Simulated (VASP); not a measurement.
Write the native input for VASP 6.6.1 that does the following.

```yaml
Task: single point
Functional: RPBE
Potentials_or_basis: VASP PAW PBE potentials, release 64 (Br, K_sv)
Cutoff: 520 eV
k_mesh: 7 × 7 × 7
Occupations: fermi-dirac, width 0.05 eV
Spin: no spin polarisation
Dipole_correction: no
Further_INCAR_settings: ALGO = Normal; EDIFF = 1e-06; NBANDS = 15
```

The structure of KBr lies in POSCAR:

```
KBr
1.0
    0.0000000000      3.3000000000      3.3000000000
    3.3000000000      0.0000000000      3.3000000000
    3.3000000000      3.3000000000      0.0000000000
Br K
1 1
Direct
    0.5000000000      0.5000000000      0.5000000000
    0.0000000000      0.0000000000      0.0000000000
```

The input as run:

INCAR

```
SYSTEM = KBr
PREC = Accurate ; ENCUT = 520
EDIFF = 1E-6 ; ISMEAR = -1
SIGMA = 0.05 ; LREAL = .False.
LASPH = .True. ; NELM = 80
ALGO = Normal ; ISIF = 2
LWAVE = .False. ; LCHARG = .True.
GGA = RP ; LELF = .True.
LVHAR = .True. ; NBANDS = 15
```

KPOINTS

```
Automatic mesh
0
Gamma
  7 7 7
  0 0 0
```

Potentials or basis: VASP PAW PBE potentials, release 64 (Br, K_sv).

Run with:

```console
$ cat potpaw_PBE.64/Br/POTCAR potpaw_PBE.64/K_sv/POTCAR > POTCAR
$ mpirun -np 1 vasp_std > vasp.out
```

Results of the run:

```json
{
 "Pressure": "2.2 GPa",
 "Band gap on the k mesh": "4.77 eV, direct"
}
```

Caveat: the PAW data sets were made with another functional, which shifts forces and pressure a little.

It took 18 s on 1 thread of Intel(R) Xeon(R) Platinum 8488C (Sapphire Rapids), with other jobs on the host, peak memory 0.21 GiB.
